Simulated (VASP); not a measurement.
Write the native input for VASP 6.6.1 that does the following.

```yaml
Task: single point
Functional: PBE
Potentials_or_basis: VASP PAW PBE potentials, release 64 (Co, Si)
Cutoff: 520 eV
k_mesh: 14 × 14 × 14
Occupations: fermi-dirac, width 0.05 eV
Spin: no spin polarisation
Dipole_correction: no
Further_INCAR_settings: ALGO = Normal; EDIFF = 1e-06; NBANDS = 16
```

The structure of CoSi2 (MoSi2 type) lies in POSCAR:

```
CoSi2
1.0
   -1.3207375311      1.3207375311      3.2081291449
    1.3207375311     -1.3207375311      3.2081291449
    1.3207375311      1.3207375311     -3.2081291449
Co Si
1 2
Direct
    0.0000000000      0.0000000000      0.0000000000
    0.3355605163      0.3355605163      0.0000000000
   -0.3355605163     -0.3355605163      0.0000000000
```

The input as run:

INCAR

```
ALGO = Normal
EDIFF = 1E-6
ENCUT = 520
GGA = PE
ISIF = 2
ISMEAR = -1
LASPH = True
LCHARG = True
LELF = True
LREAL = False
LVHAR = True
LWAVE = False
NBANDS = 16
NELM = 80
PREC = Accurate
SIGMA = 0.05
```

KPOINTS

```
k-points
0
Gamma
  14 14 14
```

Potentials or basis: VASP PAW PBE potentials, release 64 (Co, Si).

The run is started by

```console
$ cat potpaw_PBE.64/Co/POTCAR potpaw_PBE.64/Si/POTCAR > POTCAR
$ mpirun -np 1 vasp_std > vasp.out
```

It gave:

| Item | Value |
| --- | --- |
| Pressure | 230.6 GPa |
| Largest force | 0.027 eV/Å |

Run time: 71 s on 1 thread of AMD EPYC 9R45 96-Core Processor (Zen 5) (shared host), peak memory 0.19 GiB.
